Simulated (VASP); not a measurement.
Set up this calculation in VASP 6.6.1, as the native input.

```yaml
Task: single point
Functional: PBEsol
Potentials_or_basis: VASP PAW PBE potentials, release 64 (B, Bi_d)
Cutoff: 520 eV
k_mesh: 6 × 6 × 2
Occupations: fermi-dirac, width 0.03 eV
Spin: no spin polarisation
Dipole_correction: no
Further_INCAR_settings: ALGO = Normal; EDIFF = 1e-06; NBANDS = 46
```

The structure of BiB lies in POSCAR:

```
BiB
1.0
    3.8494258620      0.0000000000      0.0000000000
   -1.9247129310      3.3337005865      0.0000000000
    0.0000000000      0.0000000000     12.6077176596
B Bi
4 4
Direct
    0.0000000000      0.0000000000      0.0004620564
    0.3333333333      0.6666666667      0.2494090531
    0.0000000000      0.0000000000      0.5004620564
    0.6666666667      0.3333333333      0.7494090531
    0.0000000000      0.0000000000      0.1872447474
    0.3333333333      0.6666666667      0.4378841431
    0.0000000000      0.0000000000      0.6872447474
    0.6666666667      0.3333333333      0.9378841431
```

The input as run:

INCAR

```
PREC = Accurate ; ENCUT = 520
EDIFF = 1E-6 ; ISMEAR = -1
SIGMA = 0.03 ; LREAL = False
LASPH = True ; NELM = 60
ALGO = Normal ; ISIF = 2
LWAVE = False ; LCHARG = True
GGA = PS ; LELF = True
LVHAR = True ; NBANDS = 46
```

KPOINTS

```
Automatic mesh
0
Gamma
  6 6 2
```

Potentials or basis: VASP PAW PBE potentials, release 64 (B, Bi_d).

Launch:

```sh
$ cat potpaw_PBE.64/B/POTCAR potpaw_PBE.64/Bi_d/POTCAR > POTCAR
$ mpirun -np 1 vasp_std > vasp.out
```

Results of the run:

```json
{"Pressure": "0.0 GPa", "Largest force": "0.007 eV/Å", "Band gap on the k mesh": "0.28 eV"}
```

Caveat: the PAW data sets were made with another functional, which shifts forces and pressure a little; spin-orbit coupling is left out, which moves the levels of the heavy elements.

It took 2.6 min on 1 thread of Oxide Virtual Turin-like Processor (shared host), peak memory 0.27 GiB.
